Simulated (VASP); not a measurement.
# Ru (P6_3/mmc) in VASP: further runs

The runs below take Ru through relaxation of shape and atoms at fixed volume, with PBE.

Program: VASP 6.6.1. These are calculated values, not measurements. Logs are shortened: lines on timing, memory, paths and dates and some standing lists are left out, and cuts for length are marked.

## 1. The cell of the first run

The structure is hexagonal, space group P6_3/mmc (No. 194). The conventional cell has a = 2.504 Å, b = 2.504 Å, c = 3.955 Å, α = 90.00°, β = 90.00°, γ = 120.00°. Within 3.2 Å of Ru (site symmetry -6m2) lie 12 Ru at 2.45 to 2.50 Å.

## 2. Relaxation of shape and atoms at fixed volume, PBE

Input file INCAR:

```
ALGO = Normal ; EDIFF = 1E-7
EDIFFG = -0.005 ; ENCUT = 600
GGA = PE ; IBRION = 2
ISIF = 4 ; ISMEAR = -1
LASPH = True ; LCHARG = False
LREAL = False ; LWAVE = False
NELM = 80 ; NSW = 50
PREC = Accurate ; SIGMA = 0.08
```

Input file KPOINTS:

```
k-points
0
Gamma
  18 18 10
```

Input file POSCAR:

```
Ru
1.0
    2.5044843915      0.0000000000      0.0000000000
   -1.2522421958      2.1689471064      0.0000000000
    0.0000000000      0.0000000000      3.9545925922
Ru
2
Direct
    0.3333333333      0.6666666667      0.2500000000
    0.6666666667      0.3333333333      0.7500000000
```

Potentials or basis: VASP PAW PBE potentials, release 64 (Ru_pv).

The run is started by

```console
> cat potpaw_PBE.64/Ru_pv/POTCAR > POTCAR
> mpirun -np 1 vasp_std > vasp.out
```

OUTCAR:

```text
EDIFF = 1E-7
   EDIFFG = -0.005
   ENCUT = 600
   GGA = PE
   IBRION = 2
   ISIF = 4
   ISMEAR = -1
   LASPH = True
   LREAL = False
   NELM = 80
   NSW = 50
   PREC = Accurate

 ion  position               nearest neighbor table
   1  0.333  0.667  0.250-   2 2.45   2 2.45   2 2.45   2 2.45   2 2.45   2 2.45
   2  0.667  0.333  0.750-   1 2.45   1 2.45   1 2.45   1 2.45   1 2.45   1 2.45

  LATTYP: Found a hexagonal cell.
 ALAT       =     2.5044843915
 C/A-ratio  =     1.5790046868

  Lattice vectors:

 A1 = (   2.5044843915,   0.0000000000,   0.0000000000)
 A2 = (  -1.2522421958,   2.1689471064,   0.0000000000)
 A3 = (   0.0000000000,   0.0000000000,   3.9545925922)

Analysis of symmetry for initial positions (statically):
=====================================================================
 Subroutine PRICEL returns:
 Original cell was already a primitive cell.

 Routine SETGRP: Setting up the symmetry group for a
 hexagonal supercell.

 Subroutine GETGRP returns: Found 24 space group operations
 (whereof 12 operations were pure point group operations)
 out of a pool of 24 trial point group operations.

The static configuration has the point symmetry D_3d.
 The point group associated with its full space group is D_6h.

Analysis of symmetry for dynamics (positions and initial velocities):
=====================================================================
 Subroutine PRICEL returns:
 Original cell was already a primitive cell.

 Routine SETGRP: Setting up the symmetry group for a
 hexagonal supercell.

 Subroutine GETGRP returns: Found 24 space group operations
 (whereof 12 operations were pure point group operations)
 out of a pool of 24 trial point group operations.

The dynamic configuration has the point symmetry D_3d.
 The point group associated with its full space group is D_6h.

 Subroutine INISYM returns: Found 24 space group operations
 (whereof 12 operations are pure point group operations),
 and found     1 'primitive' translations

----------------------------------------------------------------------------------------

                                     Primitive cell

  volume of cell :      21.4817

  direct lattice vectors                    reciprocal lattice vectors
     2.504484392  0.000000000  0.000000000     0.399283782  0.230526599  0.000000000
    -1.252242196  2.168947106  0.000000000     0.000000000  0.461053198  0.000000000
     0.000000000  0.000000000  3.954592592     0.000000000  0.000000000  0.252870549

  length of vectors
     2.504484392  2.504484392  3.954592592     0.461053198  0.461053198  0.252870549

  position of ions in fractional coordinates (direct lattice)
     0.333333333  0.666666667  0.250000000
     0.666666667  0.333333333  0.750000000

  ion indices of the primitive-cell ions
   primitive index   ion index
                 1           1
                 2           2

----------------------------------------------------------------------------------------

 KPOINTS: k-points

Automatic generation of k-mesh.
 Grid dimensions read from file:
 generate k-points for:   18   18   10

 Generating k-lattice:

  Cartesian coordinates                     Fractional coordinates (reciprocal lattice)
     0.022182432  0.012807033  0.000000000     0.055555556 -0.000000000  0.000000000
     0.000000000  0.025614067  0.000000000     0.000000000  0.055555556  0.000000000
     0.000000000  0.000000000  0.025287055     0.000000000  0.000000000  0.100000000

  Length of vectors
     0.025614067  0.025614067  0.025287055

  Shift w.r.t. Gamma in fractional coordinates (k-lattice)
     0.000000000  0.000000000  0.000000000

 Subroutine IBZKPT returns following result:
 ===========================================

 Found    222 irreducible k-points:

 Following reciprocal coordinates:
            Coordinates               Weight
  0.000000  0.000000  0.000000      1.000000
  0.055556  0.000000  0.000000      6.000000
  0.111111  0.000000  0.000000      6.000000
  0.166667  0.000000  0.000000      6.000000
  0.222222  0.000000  0.000000      6.000000
  0.277778  0.000000  0.000000      6.000000
[... 16 lines left out ...]
  0.333333  0.111111  0.000000     12.000000
  0.388889  0.111111  0.000000     12.000000
 [... further k-points ...]
   k-points           NKPTS =    222   k-points in BZ     NKDIM =    222   number of bands    NBANDS=     18
   number of dos      NEDOS =    301   number of ions     NIONS =      2
   total plane-waves  NPLWV =  12800
   dimension x,y,z NGX =    20 NGY =   20 NGZ =   32
   dimension x,y,z NGXF=    40 NGYF=   40 NGZF=   64
   ions per type =               2
   NGX,Y,Z   is equivalent  to a cutoff of  13.28, 13.28, 13.45 a.u.
   NGXF,Y,Z  is equivalent  to a cutoff of  26.55, 26.55, 26.90 a.u.
 SYSTEM =  unknown system
   PREC   = accura    normal or accurate (medium, high low for compatibility)
   ISTART =      0    job   : 0-new  1-cont  2-samecut
   ICHARG =      2    charge: 1-file 2-atom 10-const
   ISPIN  =      1    spin polarized calculation?
   LNONCOLLINEAR =      F non collinear calculations
   LSORBIT =      F    spin-orbit coupling
   LASPH  =      T    aspherical Exc in radial PAW
   ENCUT  =  600.0 eV  44.10 Ry    6.64 a.u.   5.00  5.00  7.90*2*pi/ulx,y,z
   NELM   =     80;   NELMIN=  2; NELMDL= -5     # of ELM steps
   EDIFF  = 0.1E-06   stopping-criterion for ELM
   LREAL  =      F    real-space projection
   EDIFFG = -.5E-02   stopping-criterion for IOM
   NSW    =     50    number of steps for IOM
   IBRION =      2    ionic relax: 0-MD 1-quasi-New 2-CG
   NFREE  =      1    steps in history (QN), initial steepest desc. (CG)
   ISIF   =      4    stress and relaxation
   ISYM   =      2    0-nonsym 1-usesym 2-fastsym
   POTIM  = 0.5000    time-step for ionic-motion
   TEBEG  =    0.0;   TEEND  =   0.0 temperature during run
   PSTRESS=    0.0 pullay stress
   NELECT =      28.0000    total number of electrons
   NUPDOWN=      -1.0000    fix difference up-down
   EMIN   =  10.00;   EMAX   =-10.00  energy-range for DOS
   EFERMI =   0.00;   METHOD = LEGACY
   ISMEAR =    -1;   SIGMA  =   0.08  broadening in eV -4-tet -1-fermi 0-gaus
   EFERMI_NEDOS =   21; number of points for ismear=-14 and -15
   IALGO  =     38    algorithm
   IMIX   =      4    mixing-type and parameters
     AMIX     =   0.40;   BMIX     =  1.00
     AMIX_MAG =   1.60;   BMIX_MAG =  1.00
  volume/ion in A,a.u.               =      10.74        72.48
  Fermi-wavevector in a.u.,A,eV,Ry     =   1.788290  3.379377 43.511151  3.197979
  Thomas-Fermi vector in A             =   2.851496
   LORBIT       =      0    0 simple, 1 ext, 2 COOP (PROOUT), +10 PAW based schemes
   GGA     = PE    functional components
   LHFCALC =     F    Hartree Fock is set to
   AEXX    =    0.0000 exact exchange contribution
   IVDW    =     0    specifies the selected vdW correction
   LEPSILON=     F    determine dielectric tensor
   LRPA    =     F    only Hartree local field effects (RPA)
 conjugate gradient relaxation of ions
 non-spin polarized calculation
  energy-cutoff  :      600.00
  volume of cell :       21.48
 maximum number of plane-waves:       733
 NGX is ok and might be reduce to    20
   NGX =  9   NGY =  9   NGZ = 15

--------------------------------------- Ionic step        1  -------------------------------------------

 number of electron      27.9999993 magnetization

 Free energy of the ion-electron system (eV)
  ---------------------------------------------------
  ext. energy  EPLUGINS =         0.00000000
  ---------------------------------------------------
  free energy    TOTEN  =       -16.38497791 eV

  energy without entropy =      -16.36002919  energy(sigma->0) =      -16.37250355

------------------------ aborting loop because EDIFF is reached ----------------------------------------

  FORCE on cell =-STRESS in cart. coord.  units (eV):
  Direction    XX          YY          ZZ          XY          YZ          ZX
  --------------------------------------------------------------------------------------
  -------------------------------------------------------------------------------------
  Total       18.4315523     18.4315523     19.6558967     -0.0000000      0.0000000      0.0000000
  in kB     1374.6858340   1374.6858340   1466.0014672     -0.0000000      0.0000000      0.0000000
  external PRESSURE =    1405.1243784 kB  Pullay stress =       0.0000000 kB

 VOLUME and BASIS-vectors are now :
 -----------------------------------------------------------------------------
  energy-cutoff  :      600.00
  volume of cell :       21.48
      direct lattice vectors                 reciprocal lattice vectors
     2.504484392  0.000000000  0.000000000     0.399283782  0.230526599  0.000000000
    -1.252242196  2.168947106  0.000000000     0.000000000  0.461053198  0.000000000
     0.000000000  0.000000000  3.954592592     0.000000000  0.000000000  0.252870549
[... 37 lines left out ...]
 POSITION                                       TOTAL-FORCE (eV/Angst)
 -----------------------------------------------------------------------------------
     -0.00000      1.43187      1.00821         0.000000     -0.000000      0.000000
      1.24003      0.71593      3.02463        -0.000000      0.000000      0.000000
 -----------------------------------------------------------------------------------
    total drift:                               -0.000000      0.000000     -0.000000

  FREE ENERGIE OF THE ION-ELECTRON SYSTEM (eV)
  ---------------------------------------------------
  free  energy   TOTEN  =       -16.3701718653 eV

  energy  without entropy=      -16.3459536049  energy(sigma->0) =      -16.35806274

--------------------------------------- Ionic step        3  -------------------------------------------

 number of electron      27.9999995 magnetization

 Free energy of the ion-electron system (eV)
  ---------------------------------------------------
  ext. energy  EPLUGINS =         0.00000000
  ---------------------------------------------------
  free energy    TOTEN  =       -16.38869788 eV

  energy without entropy =      -16.36390686  energy(sigma->0) =      -16.37630237

 E-fermi :  17.6216     XC(G=0): -15.6234

 val. band max:       17.6067296902   @ k =   0.1667   0.1111   0.3000
 cond. band min:      17.6377717791   @ k =   0.2222   0.0000   0.4000
 fundamental gap:      0.0310420889
 Fermi energy:        17.6216303582

 k-point     1 :       0.0000    0.0000    0.0000
  band No.  band energies     occupation
      1     -27.2310      2.00000
      2     -25.2628      2.00000
      3     -25.2628      2.00000
      4     -24.9321      2.00000
      5     -24.9321      2.00000
      6     -24.8613      2.00000
[... 10 lines left out ...]
     17      19.2625      0.00000
     18      19.3416      0.00000
[... 463 lines left out ...]
 k-point    24 :       0.3889    0.1111    0.0000
  band No.  band energies     occupation
      1     -26.8121      2.00000
      2     -26.4242      2.00000
      3     -26.2257      2.00000
      4     -25.8464      2.00000
      5     -25.4529      2.00000
      6     -25.3070      2.00000
[... 10 lines left out ...]
     17      22.9278      0.00000
     18      27.4061      0.00000

 [... further k-points ...]

------------------------ aborting loop because EDIFF is reached ----------------------------------------

  FORCE on cell =-STRESS in cart. coord.  units (eV):
  Direction    XX          YY          ZZ          XY          YZ          ZX
  --------------------------------------------------------------------------------------
  -------------------------------------------------------------------------------------
  Total       18.8105219     18.8105219     18.8006462     -0.0000000      0.0000000      0.0000000
  in kB     1402.9506281   1402.9506281   1402.2140687     -0.0000000      0.0000000      0.0000000
  external PRESSURE =    1402.7051083 kB  Pullay stress =       0.0000000 kB

 VOLUME and BASIS-vectors are now :
 -----------------------------------------------------------------------------
  energy-cutoff  :      600.00
  volume of cell :       21.48
      direct lattice vectors                 reciprocal lattice vectors
     2.496831663 -0.000000000  0.000000000     0.400507577  0.231233158  0.000000000
    -1.248415832  2.162319649  0.000000000     0.000000000  0.462466315  0.000000000
    -0.000000000  0.000000000  3.978871202     0.000000000  0.000000000  0.251327562

 POSITION                                       TOTAL-FORCE (eV/Angst)
 -----------------------------------------------------------------------------------
     -0.00000      1.44155      0.99472        -0.000000      0.000000      0.000000
      1.24842      0.72077      2.98415         0.000000     -0.000000      0.000000
 -----------------------------------------------------------------------------------
    total drift:                               -0.000000      0.000000     -0.000000

  FREE ENERGIE OF THE ION-ELECTRON SYSTEM (eV)
  ---------------------------------------------------
  free  energy   TOTEN  =       -16.3886978751 eV

  energy  without entropy=      -16.3639068562  energy(sigma->0) =      -16.37630237

 reached required accuracy - stopping structural energy minimisation
```

Run time: 4.6 min. Hardware: 1 thread of Intel Xeon 8259CL, shared host; peak memory 0.21 GiB.

What came out:

```yaml
Free_energy: -16.3887 eV
Energy_gained_by_relaxing: 1.9 meV/atom
Ionic_steps: 3
Pressure_after_relaxing: 140.3 GPa
Band_gap_on_the_k_mesh: zero (bands 14 and 15 overlap by 4.51 eV)
```

The path:
| step | energy change (eV) | largest force (eV/Å) | pressure (GPa) | volume (Å³) |
| --- | --- | --- | --- | --- |
| 1 | 0.0000 | 0.0000 | 140.51 | 21.48 |
| 2 | 0.0148 | 0.0000 | 140.16 | 21.48 |
| 3 | -0.0037 | 0.0000 | 140.27 | 21.48 |

Final structure:
```yaml
crystal:
  lattice:
    - [2.49683, 0.00000, 0.00000]
    - [-1.24842, 2.16232, 0.00000]
    - [0.00000, 0.00000, 3.97887]
  atoms:
    - { symbol: Ru, position: [0.33333, 0.66667, 0.25000] }
    - { symbol: Ru, position: [0.66667, 0.33333, 0.75000] }
```

Levels at points of the mesh, in eV from the Fermi level:
| k point | band 12 | band 13 | band 14 | band 15 | band 16 | band 17 |
| --- | --- | --- | --- | --- | --- | --- |
| (0.00, 0.00, 0.00) | -2.74 | -2.74 | -1.91 | -1.91 | 1.64 | 1.64 |
| (0.50, 0.00, 0.00) | -2.07 | -2.05 | 2.17 | 2.76 | 2.78 | 5.67 |
| (0.00, 0.00, 0.50) | -3.90 | -3.46 | -3.46 | 0.81 | 0.81 | 0.81 |
| (0.50, 0.00, 0.50) | -1.49 | 0.72 | 0.72 | 2.52 | 2.52 | 4.60 |

## 3. Relaxation of shape and atoms at fixed volume, PBE

This run uses another cell than the first one, of 12.12 Å³/atom.

Input file INCAR:

```
  PREC = Accurate
  ENCUT = 600
  EDIFF = 1E-7
  ISMEAR = -1
  SIGMA = 0.08
  LREAL = F
  LASPH = T
  NELM = 60
  ALGO = Normal
  ISIF = 4
  LWAVE = F
  LCHARG = F
  GGA = PE
  IBRION = 2
  NSW = 50
  EDIFFG = -0.005
```

Input file KPOINTS:

```
regular mesh
0
Gamma
  18 18 10
```

Input file POSCAR:

```
Ru
1.0
    2.6072400530      0.0000000000      0.0000000000
   -1.3036200265      2.2579361196      0.0000000000
    0.0000000000      0.0000000000      4.1168442632
Ru
2
Direct
    0.3333333333      0.6666666667      0.2500000000
    0.6666666667      0.3333333333      0.7500000000
```

Potentials or basis: VASP PAW PBE potentials, release 64 (Ru_pv).

The run is started by

```console
> cat potpaw_PBE.64/Ru_pv/POTCAR > POTCAR
> mpirun -np 1 vasp_std > vasp.out
```

Wall time 5.2 min (1 thread of Intel Xeon 8259CL, shared host); peak memory 0.24 GiB.

Results (log left out):

* Free energy: -17.9902 eV
* Energy gained by relaxing: 0.5 meV/atom
* Ionic steps: 3
* Pressure after relaxing: 54.2 GPa
* Band gap on the k mesh: zero (bands 14 and 15 overlap by 3.72 eV)

The path:
| step | energy change (eV) | largest force (eV/Å) | pressure (GPa) | volume (Å³) |
| --- | --- | --- | --- | --- |
| 1 | 0.0000 | 0.0000 | 54.28 | 24.24 |
| 2 | 0.0011 | 0.0000 | 54.08 | 24.24 |
| 3 | -0.0009 | 0.0000 | 54.18 | 24.24 |

Final structure:
```cif
data_structure
_symmetry_space_group_name_H-M 'P 1'
_symmetry_Int_Tables_number 1
_cell_length_a 2.6027
_cell_length_b 2.6027
_cell_length_c 4.1313
_cell_angle_alpha 90.000
_cell_angle_beta 90.000
_cell_angle_gamma 120.000
_cell_volume 24.24
loop_
_atom_site_label
_atom_site_type_symbol
_atom_site_fract_x
_atom_site_fract_y
_atom_site_fract_z
_atom_site_occupancy
Ru1 Ru 0.33333 0.66667 0.25000 1
Ru2 Ru 0.66667 0.33333 0.75000 1
```

Levels at points of the mesh, in eV from the Fermi level:
```tsv
k point	band 12	band 13	band 14	band 15	band 16	band 17
(0.00, 0.00, 0.00)	-2.28	-2.28	-1.62	-1.62	1.39	1.39
(0.50, 0.00, 0.00)	-1.96	-1.77	1.75	2.25	2.30	4.76
(0.00, 0.00, 0.50)	-3.27	-3.09	-3.09	0.66	0.66	0.66
(0.50, 0.00, 0.50)	-1.25	0.55	0.55	2.05	2.05	3.90
```
